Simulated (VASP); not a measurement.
# HfN (rocksalt type) (Fm-3m) in VASP: notebook

HfN (rocksalt type) is run at these levels: PBE; tasks: single point.

All numbers are computed with VASP 6.6.1; they aren't measurements. Logs are shortened: lines on timing, memory, paths and dates and some standing lists are left out, and cuts for length are marked.

## Step 1: The cell of the first run

It takes space group Fm-3m (No. 225, cubic). Conventional cell: a = 4.441 Å, b = 4.441 Å, c = 4.441 Å, α = 90.00°, β = 90.00°, γ = 90.00°. Hf (site symmetry m-3m) has 6 N at 2.22 Å within 2.9 Å. N (site symmetry m-3m) has 6 Hf at 2.22 Å within 2.9 Å.

## Step 2: Single point, PBE

Contents of INCAR:

```
PREC = Accurate
ENCUT = 520
EDIFF = 1E-6
ISMEAR = -1
SIGMA = 0.08
LREAL = False
LASPH = True
NELM = 80
ALGO = Normal
ISIF = 2
LWAVE = False
LCHARG = True
GGA = PE
LELF = True
LVHAR = True
NBANDS = 14
```

Contents of KPOINTS:

```
regular mesh
0
Gamma
  16 16 16
```

Contents of POSCAR:

```
HfN
1.0
    0.0000000000      2.2204116568      2.2204116568
    2.2204116568      0.0000000000      2.2204116568
    2.2204116568      2.2204116568      0.0000000000
Hf N
1 1
Direct
    0.0000000000      0.0000000000      0.0000000000
    0.5000000000      0.5000000000      0.5000000000
```

Potentials or basis: VASP PAW PBE potentials, release 64 (Hf_pv, N).

The run is started by

```sh
$ cat potpaw_PBE.64/Hf_pv/POTCAR potpaw_PBE.64/N/POTCAR > POTCAR
$ mpirun -np 1 vasp_std > vasp.out
```

OUTCAR:

```text
PREC = Accurate
   ENCUT = 520
   EDIFF = 1E-6
   ISMEAR = -1
   LREAL = False
   LASPH = True
   NELM = 80
   ISIF = 2
   GGA = PE

 ion  position               nearest neighbor table
   1  0.000  0.000  0.000-   2 2.22   2 2.22   2 2.22   2 2.22   2 2.22   2 2.22
   2  0.500  0.500  0.500-   1 2.22   1 2.22   1 2.22   1 2.22   1 2.22   1 2.22

  LATTYP: Found a face centered cubic cell.
 ALAT       =     4.4408233136

  Lattice vectors:

 A1 = (   0.0000000000,   2.2204116568,   2.2204116568)
 A2 = (   2.2204116568,   0.0000000000,   2.2204116568)
 A3 = (   2.2204116568,   2.2204116568,   0.0000000000)

Analysis of symmetry for initial positions (statically):
=====================================================================
 Subroutine PRICEL returns:
 Original cell was already a primitive cell.

 Routine SETGRP: Setting up the symmetry group for a
 face centered cubic supercell.

 Subroutine GETGRP returns: Found 48 space group operations
 (whereof 48 operations were pure point group operations)
 out of a pool of 48 trial point group operations.

The static configuration has the point symmetry O_h .

Analysis of symmetry for dynamics (positions and initial velocities):
=====================================================================
 Subroutine PRICEL returns:
 Original cell was already a primitive cell.

 Routine SETGRP: Setting up the symmetry group for a
 face centered cubic supercell.

 Subroutine GETGRP returns: Found 48 space group operations
 (whereof 48 operations were pure point group operations)
 out of a pool of 48 trial point group operations.

The dynamic configuration has the point symmetry O_h .

 Subroutine INISYM returns: Found 48 space group operations
 (whereof 48 operations are pure point group operations),
 and found     1 'primitive' translations

----------------------------------------------------------------------------------------

                                     Primitive cell

  volume of cell :      21.8943

  direct lattice vectors                    reciprocal lattice vectors
     0.000000000  2.220411657  2.220411657    -0.225183469  0.225183469  0.225183469
     2.220411657  0.000000000  2.220411657     0.225183469 -0.225183469  0.225183469
     2.220411657  2.220411657  0.000000000     0.225183469  0.225183469 -0.225183469

  length of vectors
     3.140136279  3.140136279  3.140136279     0.390029210  0.390029210  0.390029210

  position of ions in fractional coordinates (direct lattice)
     0.000000000  0.000000000  0.000000000
     0.500000000  0.500000000  0.500000000

  ion indices of the primitive-cell ions
   primitive index   ion index
                 1           1
                 2           2

----------------------------------------------------------------------------------------

 KPOINTS: regular mesh

Automatic generation of k-mesh.
 Grid dimensions read from file:
 generate k-points for:   16   16   16

 Generating k-lattice:

  Cartesian coordinates                     Fractional coordinates (reciprocal lattice)
    -0.014073967  0.014073967  0.014073967     0.062500000  0.000000000  0.000000000
     0.014073967 -0.014073967  0.014073967     0.000000000  0.062500000  0.000000000
     0.014073967  0.014073967 -0.014073967     0.000000000  0.000000000  0.062500000

  Length of vectors
     0.024376826  0.024376826  0.024376826

  Shift w.r.t. Gamma in fractional coordinates (k-lattice)
     0.000000000  0.000000000  0.000000000

 Subroutine IBZKPT returns following result:
 ===========================================

 Found    145 irreducible k-points:

 Following reciprocal coordinates:
            Coordinates               Weight
  0.000000  0.000000  0.000000      1.000000
  0.062500  0.000000  0.000000      8.000000
  0.125000  0.000000  0.000000      8.000000
  0.187500  0.000000  0.000000      8.000000
  0.250000  0.000000  0.000000      8.000000
  0.312500  0.000000  0.000000      8.000000
[... 16 lines left out ...]
 -0.125000  0.062500  0.000000     24.000000
 -0.062500  0.062500  0.000000     12.000000
 [... further k-points ...]
   k-points           NKPTS =    145   k-points in BZ     NKDIM =    145   number of bands    NBANDS=     14
   number of dos      NEDOS =    301   number of ions     NIONS =      2
   total plane-waves  NPLWV =  13824
   dimension x,y,z NGX =    24 NGY =   24 NGZ =   24
   dimension x,y,z NGXF=    48 NGYF=   48 NGZF=   48
   ions per type =               1   1
   NGX,Y,Z   is equivalent  to a cutoff of  12.71, 12.71, 12.71 a.u.
   NGXF,Y,Z  is equivalent  to a cutoff of  25.41, 25.41, 25.41 a.u.
 SYSTEM =  unknown system
   PREC   = accura    normal or accurate (medium, high low for compatibility)
   ISTART =      0    job   : 0-new  1-cont  2-samecut
   ICHARG =      2    charge: 1-file 2-atom 10-const
   ISPIN  =      1    spin polarized calculation?
   LNONCOLLINEAR =      F non collinear calculations
   LSORBIT =      F    spin-orbit coupling
   LASPH  =      T    aspherical Exc in radial PAW
   ENCUT  =  520.0 eV  38.22 Ry    6.18 a.u.   5.84  5.84  5.84*2*pi/ulx,y,z
   NELM   =     80;   NELMIN=  2; NELMDL= -5     # of ELM steps
   EDIFF  = 0.1E-05   stopping-criterion for ELM
   LREAL  =      F    real-space projection
   EDIFFG = 0.1E-04   stopping-criterion for IOM
   NSW    =      0    number of steps for IOM
   IBRION =     -1    ionic relax: 0-MD 1-quasi-New 2-CG
   NFREE  =      0    steps in history (QN), initial steepest desc. (CG)
   ISIF   =      2    stress and relaxation
   ISYM   =      2    0-nonsym 1-usesym 2-fastsym
   POTIM  = 0.5000    time-step for ionic-motion
   TEBEG  =    0.0;   TEEND  =   0.0 temperature during run
   PSTRESS=    0.0 pullay stress
   NELECT =      15.0000    total number of electrons
   NUPDOWN=      -1.0000    fix difference up-down
   EMIN   =  10.00;   EMAX   =-10.00  energy-range for DOS
   EFERMI =   0.00;   METHOD = LEGACY
   ISMEAR =    -1;   SIGMA  =   0.08  broadening in eV -4-tet -1-fermi 0-gaus
   EFERMI_NEDOS =   21; number of points for ismear=-14 and -15
   IALGO  =     38    algorithm
   IMIX   =      4    mixing-type and parameters
     AMIX     =   0.40;   BMIX     =  1.00
     AMIX_MAG =   1.60;   BMIX_MAG =  1.00
  volume/ion in A,a.u.               =      10.95        73.87
  Fermi-wavevector in a.u.,A,eV,Ry     =   1.443206  2.727264 28.338819  2.082844
  Thomas-Fermi vector in A             =   2.561640
   LORBIT       =      0    0 simple, 1 ext, 2 COOP (PROOUT), +10 PAW based schemes
   GGA     = PE    functional components
[... 5 lines left out ...]
 non-spin polarized calculation
  energy-cutoff  :      520.00
  volume of cell :       21.89
 maximum number of plane-waves:       609
   NGX = 11   NGY = 11   NGZ = 11

 number of electron      15.0000002 magnetization

 Free energy of the ion-electron system (eV)
  ---------------------------------------------------
  ext. energy  EPLUGINS =         0.00000000
  ---------------------------------------------------
  free energy    TOTEN  =       -21.68266862 eV

  energy without entropy =      -21.67124493  energy(sigma->0) =      -21.67695678

 E-fermi :   8.8622     XC(G=0): -13.0064

 val. band max:        8.8560012753   @ k =  -0.1250   0.0625   0.0000
 cond. band min:       8.8629005541   @ k =   0.3750   0.1250   0.0000
 fundamental gap:      0.0068992788
 Fermi energy:         8.8622187326

 k-point     1 :       0.0000    0.0000    0.0000
  band No.  band energies     occupation
      1     -22.0926      2.00000
      2     -22.0926      2.00000
      3     -22.0926      2.00000
      4      -8.9648      2.00000
      5       5.7646      2.00000
      6       5.7646      2.00000
      7       5.7646      2.00000
      8       8.4759      1.98414
      9       8.4759      1.98414
     10       8.4759      1.98414
     11      10.9501      0.00000
     12      10.9501      0.00000
     13      11.1599      0.00000
     14      18.5441      0.00000

 k-point     2 :       0.0625    0.0000    0.0000
  band No.  band energies     occupation
      1     -22.1423      2.00000
      2     -22.0965      2.00000
      3     -22.0965      2.00000
      4      -8.8630      2.00000
      5       5.3500      2.00000
      6       5.5111      2.00000
      7       5.5111      2.00000
      8       8.5992      1.92801
      9       8.6199      1.90771
     10       8.6199      1.90771
     11      11.2784      0.00000
     12      11.2784      0.00000
     13      11.4463      0.00000
     14      18.8727      0.00000

 k-point     3 :       0.1250    0.0000    0.0000
  band No.  band energies     occupation
      1     -22.2808      2.00000
      2     -22.1076      2.00000
      3     -22.1076      2.00000
      4      -8.5717      2.00000
      5       4.4146      2.00000
      6       4.9266      2.00000
      7       4.9266      2.00000
      8       8.8173      1.27366
      9       8.9976      0.31102
     10       8.9976      0.31102
     11      12.1301      0.00000
     12      12.1301      0.00000
     13      12.1813      0.00000
     14      19.7875      0.00000
[... 324 lines left out ...]
 k-point    23 :      -0.1250    0.0625    0.0000
  band No.  band energies     occupation
      1     -22.3609      2.00000
      2     -22.1491      2.00000
      3     -22.1009      2.00000
      4      -8.3655      2.00000
      5       3.7914      2.00000
      6       4.4238      2.00000
      7       4.9053      2.00000
      8       8.8560      1.03884
      9       8.9682      0.41994
     10       9.7504      0.00003
     11      11.6489      0.00000
     12      13.0428      0.00000
     13      13.1578      0.00000
     14      20.4317      0.00000

 k-point    24 :      -0.0625    0.0625    0.0000
  band No.  band energies     occupation
      1     -22.2110      2.00000
      2     -22.1215      2.00000
      3     -22.0944      2.00000
      4      -8.7004      2.00000
      5       4.7167      2.00000
      6       5.0503      2.00000
      7       5.3927      2.00000
      8       8.6520      1.86528
      9       8.6603      1.85162
     10       9.1378      0.06185
     11      11.1780      0.00000
     12      12.0624      0.00000
     13      12.0913      0.00000
     14      19.3935      0.00000

 [... further k-points ...]
[... 5 lines left out ...]
  --------------------------------------------------------------------------------------
  -------------------------------------------------------------------------------------
  Total        2.6506040      2.6506040      2.6506040      0.0000000     -0.0000000      0.0000000
  in kB      193.9656979    193.9656979    193.9656979      0.0000000     -0.0000000      0.0000000
  external PRESSURE =     193.9656979 kB  Pullay stress =       0.0000000 kB

 VOLUME and BASIS-vectors are now :
 -----------------------------------------------------------------------------
  energy-cutoff  :      520.00
  volume of cell :       21.89
      direct lattice vectors                 reciprocal lattice vectors
     0.000000000  2.220411657  2.220411657    -0.225183469  0.225183469  0.225183469
     2.220411657  0.000000000  2.220411657     0.225183469 -0.225183469  0.225183469
     2.220411657  2.220411657  0.000000000     0.225183469  0.225183469 -0.225183469

 POSITION                                       TOTAL-FORCE (eV/Angst)
 -----------------------------------------------------------------------------------
      0.00000      0.00000      0.00000        -0.000000     -0.000000      0.000000
      2.22041      2.22041      2.22041         0.000000      0.000000     -0.000000
 -----------------------------------------------------------------------------------
    total drift:                                0.000000     -0.000000     -0.000000

  FREE ENERGIE OF THE ION-ELECTRON SYSTEM (eV)
  ---------------------------------------------------
  free  energy   TOTEN  =       -21.6826686184 eV

  energy  without entropy=      -21.6712449327  energy(sigma->0) =      -21.67695678
```

It took 81 s on 1 thread of AMD EPYC 7R13, shared host; peak memory 0.15 GiB.

What came out:

* Free energy: -21.6827 eV
* Pressure: 19.4 GPa

Caveat: spin-orbit coupling is left out, which moves the levels of the heavy elements.

## Step 3: Single point, PBE

This run uses another cell than the first one, of 11.76 Å³/atom, 1.074 times its volume.

Contents of INCAR:

```
PREC     = Accurate       # precision mode
ENCUT    = 520            # plane-wave cutoff, eV
EDIFF    = 1E-7           # SCF threshold, eV
ISMEAR   = -1             # smearing method
SIGMA    = 0.08           # smearing width, eV
LREAL    = False          # projectors in reciprocal space
LASPH    = True           # aspherical terms in the spheres
NELM     = 80             # most SCF steps
ALGO     = Normal         # electronic algorithm
ISIF     = 2              # what is computed and relaxed
LWAVE    = False          # write WAVECAR
LCHARG   = True           # write CHGCAR
GGA      = PE             # functional
LELF     = True           # ELF
LVHAR    = True         
NBANDS   = 14             # bands
```

KPOINTS is that of step 2.

Contents of POSCAR:

```
HfN
1.0
    0.0000000000      2.2739788847      2.2739788847
    2.2739788847      0.0000000000      2.2739788847
    2.2739788847      2.2739788847      0.0000000000
Hf N
1 1
Direct
    0.0000000000      0.0000000000      0.0000000000
    0.5000000000      0.5000000000      0.5000000000
```

Potentials or basis: VASP PAW PBE potentials, release 64 (Hf_pv, N).

The run is started by

```sh
$ cat potpaw_PBE.64/Hf_pv/POTCAR potpaw_PBE.64/N/POTCAR > POTCAR
$ mpirun -np 1 vasp_std > vasp.out
```

Run time: 82 s. Hardware: 1 thread of AMD EPYC 7R13, shared host; peak memory 0.15 GiB.

It converged, with:

```yaml
Free_energy: -21.7634 eV
Pressure: -2.3 GPa
```

Levels at points of the mesh, in eV from the Fermi level:
| k point | band 5 | band 6 | band 7 | band 8 | band 9 | band 10 | band 11 | band 12 |
| --- | --- | --- | --- | --- | --- | --- | --- | --- |
| (0.00, 0.00, 0.00) | -3.01 | -3.01 | -3.01 | -0.34 | -0.34 | -0.34 | 1.60 | 1.91 |
| (0.50, 0.00, 0.00) | -8.78 | -6.09 | -6.09 | 3.18 | 3.60 | 3.60 | 4.32 | 8.59 |
| (0.50, 0.50, 0.00) | -5.42 | -3.73 | -3.69 | -3.69 | 3.99 | 5.35 | 5.36 | 5.36 |

Caveat: spin-orbit coupling is left out, which moves the levels of the heavy elements.
